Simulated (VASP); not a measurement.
# ZnS (F-43m) in VASP: further runs

Runs on ZnS. Level: PBE+D3(BJ). Tasks: single point.

Program: VASP 6.6.1. These are calculated values, not measurements. Logs are shortened: lines on timing, memory, paths and dates and some standing lists are left out, and cuts for length are marked.

**Measured values to compare with.**

From “Electronic, vibrational, and thermodynamic properties of ZnS (zincblende and rocksalt structure)”, 2009, arxiv:0911.5022, for a bulk crystal of ZnS at 19 K: band gap 3.85 eV (direct).

The runs below are set against these values where they give the same quantity.

## 1. The cell of the first run

It takes space group F-43m (No. 216, cubic). Conventional cell: a = 5.303 Å, b = 5.303 Å, c = 5.303 Å, α = 90.00°, β = 90.00°, γ = 90.00°. Zn (site symmetry -43m) has 4 S at 2.30 Å within 3.0 Å. S (site symmetry -43m) has 4 Zn at 2.30 Å within 3.0 Å.

## 2. Single point, PBE+D3(BJ) (volume scaled by 0.96)

Input file INCAR:

```
PREC = Accurate ; ENCUT = 520
EDIFF = 1E-6 ; ISMEAR = 0
SIGMA = 0.05 ; LREAL = False
LASPH = True ; NELM = 100
ALGO = Normal ; ISIF = 2
LWAVE = False ; LCHARG = False
GGA = PE ; IVDW = 12
NBANDS = 16
```

Input file KPOINTS:

```
regular mesh
0
Gamma
  8 8 8
```

Input file POSCAR:

```
ZnS
1.0
    0.0000000000      2.6515314126      2.6515314126
    2.6515314126      0.0000000000      2.6515314126
    2.6515314126      2.6515314126      0.0000000000
Zn S
1 1
Direct
    0.0000000000      0.0000000000      0.0000000000
    0.7500000000      0.7500000000      0.7500000000
```

Potentials or basis: VASP PAW PBE potentials, release 64 (Zn, S).

Command:

```console
$ cat potpaw_PBE.64/Zn/POTCAR potpaw_PBE.64/S/POTCAR > POTCAR
$ mpirun -np 1 vasp_std > vasp.out
```

OUTCAR:

```text
PREC = Accurate
   ENCUT = 520
   EDIFF = 1E-6
   ISMEAR = 0
   LREAL = False
   LASPH = True
   NELM = 100
   ISIF = 2
   GGA = PE
   IVDW = 12
 IVDW          = 12

 ion  position               nearest neighbor table
   1  0.000  0.000  0.000-   2 2.30   2 2.30   2 2.30   2 2.30
   2  0.750  0.750  0.750-   1 2.30   1 2.30   1 2.30   1 2.30

  LATTYP: Found a face centered cubic cell.
 ALAT       =     5.3030628252

  Lattice vectors:

 A1 = (   0.0000000000,   2.6515314126,   2.6515314126)
 A2 = (   2.6515314126,   0.0000000000,   2.6515314126)
 A3 = (   2.6515314126,   2.6515314126,   0.0000000000)

Analysis of symmetry for initial positions (statically):
=====================================================================
 Subroutine PRICEL returns:
 Original cell was already a primitive cell.

 Routine SETGRP: Setting up the symmetry group for a
 face centered cubic supercell.

 Subroutine GETGRP returns: Found 24 space group operations
 (whereof 24 operations were pure point group operations)
 out of a pool of 48 trial point group operations.

The static configuration has the point symmetry T_d .

Analysis of symmetry for dynamics (positions and initial velocities):
=====================================================================
 Subroutine PRICEL returns:
 Original cell was already a primitive cell.

 Routine SETGRP: Setting up the symmetry group for a
 face centered cubic supercell.

 Subroutine GETGRP returns: Found 24 space group operations
 (whereof 24 operations were pure point group operations)
 out of a pool of 48 trial point group operations.

The dynamic configuration has the point symmetry T_d .

 Subroutine INISYM returns: Found 24 space group operations
 (whereof 24 operations are pure point group operations),
 and found     1 'primitive' translations

----------------------------------------------------------------------------------------

                                     Primitive cell

  volume of cell :      37.2838

  direct lattice vectors                    reciprocal lattice vectors
     0.000000000  2.651531413  2.651531413    -0.188570272  0.188570272  0.188570272
     2.651531413  0.000000000  2.651531413     0.188570272 -0.188570272  0.188570272
     2.651531413  2.651531413  0.000000000     0.188570272  0.188570272 -0.188570272

  length of vectors
     3.749831685  3.749831685  3.749831685     0.326613292  0.326613292  0.326613292

  position of ions in fractional coordinates (direct lattice)
     0.000000000  0.000000000  0.000000000
     0.750000000  0.750000000  0.750000000

  ion indices of the primitive-cell ions
   primitive index   ion index
                 1           1
                 2           2

----------------------------------------------------------------------------------------

 KPOINTS: regular mesh

Automatic generation of k-mesh.
 Grid dimensions read from file:
 generate k-points for:    8    8    8

 Generating k-lattice:

  Cartesian coordinates                     Fractional coordinates (reciprocal lattice)
    -0.023571284  0.023571284  0.023571284     0.125000000  0.000000000  0.000000000
     0.023571284 -0.023571284  0.023571284     0.000000000  0.125000000  0.000000000
     0.023571284  0.023571284 -0.023571284     0.000000000  0.000000000  0.125000000

  Length of vectors
     0.040826662  0.040826662  0.040826662

  Shift w.r.t. Gamma in fractional coordinates (k-lattice)
     0.000000000  0.000000000  0.000000000

 Subroutine IBZKPT returns following result:
 ===========================================

 Found     29 irreducible k-points:

 Following reciprocal coordinates:
            Coordinates               Weight
  0.000000  0.000000  0.000000      1.000000
  0.125000  0.000000  0.000000      8.000000
  0.250000  0.000000  0.000000      8.000000
  0.375000  0.000000  0.000000      8.000000
  0.500000  0.000000  0.000000      4.000000
  0.125000  0.125000  0.000000      6.000000
[... 16 lines left out ...]
  0.500000  0.250000  0.125000     48.000000
 -0.375000  0.250000  0.125000     24.000000
 [... further k-points ...]
   k-points           NKPTS =     29   k-points in BZ     NKDIM =     29   number of bands    NBANDS=     16
   number of dos      NEDOS =    301   number of ions     NIONS =      2
   total plane-waves  NPLWV =  21952
   dimension x,y,z NGX =    28 NGY =   28 NGZ =   28
   dimension x,y,z NGXF=    56 NGYF=   56 NGZF=   56
   ions per type =               1   1
   NGX,Y,Z   is equivalent  to a cutoff of  12.41, 12.41, 12.41 a.u.
   NGXF,Y,Z  is equivalent  to a cutoff of  24.83, 24.83, 24.83 a.u.
 SYSTEM =  unknown system
   PREC   = accura    normal or accurate (medium, high low for compatibility)
   ISTART =      0    job   : 0-new  1-cont  2-samecut
   ICHARG =      2    charge: 1-file 2-atom 10-const
   ISPIN  =      1    spin polarized calculation?
   LNONCOLLINEAR =      F non collinear calculations
   LSORBIT =      F    spin-orbit coupling
   LASPH  =      T    aspherical Exc in radial PAW
   ENCUT  =  520.0 eV  38.22 Ry    6.18 a.u.   6.97  6.97  6.97*2*pi/ulx,y,z
   NELM   =    100;   NELMIN=  2; NELMDL= -5     # of ELM steps
   EDIFF  = 0.1E-05   stopping-criterion for ELM
   LREAL  =      F    real-space projection
   EDIFFG = 0.1E-04   stopping-criterion for IOM
   NSW    =      0    number of steps for IOM
   IBRION =     -1    ionic relax: 0-MD 1-quasi-New 2-CG
   NFREE  =      0    steps in history (QN), initial steepest desc. (CG)
   ISIF   =      2    stress and relaxation
   ISYM   =      2    0-nonsym 1-usesym 2-fastsym
   POTIM  = 0.5000    time-step for ionic-motion
   TEBEG  =    0.0;   TEEND  =   0.0 temperature during run
   PSTRESS=    0.0 pullay stress
   NELECT =      18.0000    total number of electrons
   NUPDOWN=      -1.0000    fix difference up-down
   EMIN   =  10.00;   EMAX   =-10.00  energy-range for DOS
   EFERMI =   0.00;   METHOD = LEGACY
   ISMEAR =     0;   SIGMA  =   0.05  broadening in eV -4-tet -1-fermi 0-gaus
   EFERMI_NEDOS =   21; number of points for ismear=-14 and -15
   IALGO  =     38    algorithm
   IMIX   =      4    mixing-type and parameters
     AMIX     =   0.40;   BMIX     =  1.00
     AMIX_MAG =   1.60;   BMIX_MAG =  1.00
  volume/ion in A,a.u.               =      18.64       125.80
  Fermi-wavevector in a.u.,A,eV,Ry     =   1.284278  2.426933 22.441025  1.649369
  Thomas-Fermi vector in A             =   2.416481
   LORBIT       =      0    0 simple, 1 ext, 2 COOP (PROOUT), +10 PAW based schemes
   GGA     = PE    functional components
   LHFCALC =     F    Hartree Fock is set to
   AEXX    =    0.0000 exact exchange contribution
   IVDW    =    12    specifies the selected vdW correction
   LEPSILON=     F    determine dielectric tensor
   LRPA    =     F    only Hartree local field effects (RPA)
 non-spin polarized calculation
 Gauss-broadening in eV      SIGMA  =   0.05
  energy-cutoff  :      520.00
  volume of cell :       37.28
 maximum number of plane-waves:      1018
   NGX = 13   NGY = 13   NGZ = 13

 number of electron      18.0000016 magnetization

 Free energy of the ion-electron system (eV)
  ---------------------------------------------------
  ext. energy  EPLUGINS =         0.00000000
  ---------------------------------------------------
  free energy    TOTEN  =        -6.79111774 eV

  energy without entropy =       -6.79111774  energy(sigma->0) =       -6.79111774

 E-fermi :   2.9000     XC(G=0):  -9.8992

 val. band max:        2.6530830057   @ k =   0.0000   0.0000   0.0000
 cond. band min:       5.0194807146   @ k =   0.0000   0.0000   0.0000
 fundamental gap:      2.3663977089
 Fermi energy:         2.9000181049

 k-point     1 :       0.0000    0.0000    0.0000
  band No.  band energies     occupation
      1     -10.8990      2.00000
      2      -3.9295      2.00000
      3      -3.9295      2.00000
      4      -3.9295      2.00000
      5      -3.3616      2.00000
      6      -3.3616      2.00000
[... 8 lines left out ...]
     15      14.4780      0.00000
     16      14.8429      0.00000

 k-point     2 :       0.1250    0.0000    0.0000
  band No.  band energies     occupation
      1     -10.7703      2.00000
      2      -3.9335      2.00000
      3      -3.9059      2.00000
      4      -3.9059      2.00000
      5      -3.3637      2.00000
      6      -3.3637      2.00000
[... 8 lines left out ...]
     15      13.8613      0.00000
     16      15.6079      0.00000

 k-point     3 :       0.2500    0.0000    0.0000
  band No.  band energies     occupation
      1     -10.4323      2.00000
      2      -3.8980      2.00000
      3      -3.8542      2.00000
      4      -3.8542      2.00000
      5      -3.3601      2.00000
      6      -3.3601      2.00000
[... 8 lines left out ...]
     15      13.6643      0.00000
     16      15.0245      0.00000

 k-point     4 :       0.3750    0.0000    0.0000
  band No.  band energies     occupation
      1     -10.0442      2.00000
      2      -3.8135      2.00000
      3      -3.8135      2.00000
      4      -3.6856      2.00000
      5      -3.3404      2.00000
      6      -3.3404      2.00000
[... 8 lines left out ...]
     15      14.8377      0.00000
     16      14.8377      0.00000
[... 324 lines left out ...]
 k-point    22 :       0.3750    0.2500    0.1250
  band No.  band energies     occupation
      1     -10.1661      2.00000
      2      -3.9291      2.00000
      3      -3.7832      2.00000
      4      -3.7554      2.00000
      5      -3.3896      2.00000
      6      -3.3176      2.00000
[... 8 lines left out ...]
     15      15.5895      0.00000
     16      18.0962      0.00000

 k-point    23 :       0.5000    0.2500    0.1250
  band No.  band energies     occupation
      1      -9.8404      2.00000
      2      -3.8200      2.00000
      3      -3.7507      2.00000
      4      -3.6109      2.00000
      5      -3.3438      2.00000
      6      -3.2862      2.00000
[... 8 lines left out ...]
     15      16.7070      0.00000
     16      17.2052      0.00000

 k-point    24 :      -0.3750    0.2500    0.1250
  band No.  band energies     occupation
      1      -9.6933      2.00000
      2      -3.7950      2.00000
      3      -3.7247      2.00000
      4      -3.4375      2.00000
      5      -3.3489      2.00000
      6      -3.0641      2.00000
[... 8 lines left out ...]
     15      16.3268      0.00000
     16      17.1823      0.00000

 [... further k-points ...]

------------------------ aborting loop because EDIFF is reached ----------------------------------------

 Edisp (eV)   -0.65582

 E8    (eV) :    -0.2584

  FORCE on cell =-STRESS in cart. coord.  units (eV):
  Direction    XX          YY          ZZ          XY          YZ          ZX
  --------------------------------------------------------------------------------------
  -------------------------------------------------------------------------------------
  Total       0.82954     0.82954     0.82954     0.00000    -0.00000    -0.00000
  in kB      35.64755    35.64755    35.64755     0.00000    -0.00000    -0.00000
  external pressure =       35.65 kB  Pullay stress =        0.00 kB

 VOLUME and BASIS-vectors are now :
 -----------------------------------------------------------------------------
  energy-cutoff  :      520.00
  volume of cell :       37.28
      direct lattice vectors                 reciprocal lattice vectors
     0.000000000  2.651531413  2.651531413    -0.188570272  0.188570272  0.188570272
     2.651531413  0.000000000  2.651531413     0.188570272 -0.188570272  0.188570272
     2.651531413  2.651531413  0.000000000     0.188570272  0.188570272 -0.188570272

 POSITION                                       TOTAL-FORCE (eV/Angst)
 -----------------------------------------------------------------------------------
      0.00000      0.00000      0.00000         0.000000      0.000000      0.000000
      3.97730      3.97730      3.97730        -0.000000     -0.000000     -0.000000
 -----------------------------------------------------------------------------------
    total drift:                               -0.000002     -0.000002     -0.000002

  FREE ENERGIE OF THE ION-ELECTRON SYSTEM (eV)
  ---------------------------------------------------
  free  energy   TOTEN  =        -7.4469398789 eV

  energy  without entropy=       -7.4469398789  energy(sigma->0) =       -7.44693988
```

Run time: 15 s. Hardware: 1 thread of Intel Xeon Platinum 8488C (Sapphire Rapids), shared host; peak memory 0.16 GiB.

What came out:

- Free energy: -7.4469 eV
- Pressure: 3.6 GPa
- Band gap on the k mesh: 2.37 eV, direct
- Dispersion energy per atom: -0.328 eV

Caveat: the cell differs from its parent crystal (volume scaled by 0.96).

## 3. Single point, PBE+D3(BJ)

This run uses another cell than the first one, of 19.42 Å³/atom, 1.042 times its volume.

Input file INCAR:

```
  ALGO = Normal
  EDIFF = 1E-7
  ENCUT = 520
  GGA = PE
  ISIF = 2
  ISMEAR = 0
  IVDW = 12
  LASPH = True
  LCHARG = True
  LELF = True
  LREAL = False
  LVHAR = True
  LWAVE = False
  NBANDS = 16
  NELM = 100
  PREC = Accurate
  SIGMA = 0.05
```

Input file KPOINTS:

```
k-points
0
Gamma
  8 8 8
```

Input file POSCAR:

```
ZnS
1.0
    0.0000000000      2.6878582748      2.6878582748
    2.6878582748      0.0000000000      2.6878582748
    2.6878582748      2.6878582748      0.0000000000
Zn S
1 1
Direct
    0.0000000000      0.0000000000      0.0000000000
    0.7500000000      0.7500000000      0.7500000000
```

Potentials or basis: VASP PAW PBE potentials, release 64 (Zn, S).

Command:

```console
$ cat potpaw_PBE.64/Zn/POTCAR potpaw_PBE.64/S/POTCAR > POTCAR
$ mpirun -np 1 vasp_std > vasp.out
```

It took 23 s on 1 thread of Intel Xeon Platinum 8488C (Sapphire Rapids), shared host; peak memory 0.17 GiB.

Results (log left out):

| Item | Value |
| --- | --- |
| Free energy | -7.4650 eV |
| Pressure | 0.2 GPa |
| Band gap on the k mesh | 2.18 eV, direct |
| Dispersion energy per atom | -0.314 eV |

Levels at points of the mesh, in eV from the valence-band top:
```csv
k point,band 5,band 6,band 7,band 8,band 9,band 10,band 11,band 12,band 13,band 14
"(0.00, 0.00, 0.00)",-5.89,-5.89,0.00,0.00,0.00,2.18,6.39,6.39,6.39,11.78
"(0.50, 0.00, 0.00)",-5.85,-5.68,-5.39,-0.89,-0.89,3.34,6.92,6.92,8.94,12.24
"(0.50, 0.50, 0.00)",-5.81,-5.66,-4.62,-2.28,-2.28,3.37,4.07,11.09,12.08,12.08
```

## 4. Single point, PBE+D3(BJ) (volume scaled by 0.98)

Input file INCAR:

```
SYSTEM = ZnS
PREC = Accurate
ENCUT = 520
EDIFF = 1E-6
ISMEAR = 0
SIGMA = 0.05
LREAL = .False.
LASPH = .True.
NELM = 80
ALGO = Normal
ISIF = 2
LWAVE = .False.
LCHARG = .False.
GGA = PE
IVDW = 12
NBANDS = 16
```

Input file KPOINTS:

```
Automatic mesh
0
Gamma
  8 8 8
  0 0 0
```

Input file POSCAR:

```
ZnS
1.0
    0.0000000000      2.6698184140      2.6698184140
    2.6698184140      0.0000000000      2.6698184140
    2.6698184140      2.6698184140      0.0000000000
Zn S
1 1
Direct
    0.0000000000      0.0000000000      0.0000000000
    0.7500000000      0.7500000000      0.7500000000
```

Command:

```console
$ cat potpaw_PBE.64/Zn/POTCAR potpaw_PBE.64/S/POTCAR > POTCAR
$ mpirun -np 1 vasp_std > vasp.out
```

It took 20 s on 1 thread of Intel Xeon Platinum 8488C (Sapphire Rapids), shared host; peak memory 0.16 GiB.

Results (log left out):

```yaml
Free_energy: -7.4602 eV
Pressure: 1.8 GPa
Band_gap_on_the_k_mesh: 2.27 eV, direct
Dispersion_energy_per_atom: -0.321 eV
```

Levels at points of the mesh, in eV from the valence-band top:
```csv
k point,band 7,band 8,band 9,band 10,band 11,band 12
"(0.00, 0.00, 0.00)",0.00,0.00,0.00,2.27,6.37,6.37
"(0.50, 0.00, 0.00)",-5.53,-0.92,-0.92,3.38,6.90,6.90
"(0.50, 0.50, 0.00)",-4.70,-2.35,-2.35,3.32,4.07,11.24
```

Caveat: the cell differs from its parent crystal (volume scaled by 0.98).

(Continued in part 2 of 2.)
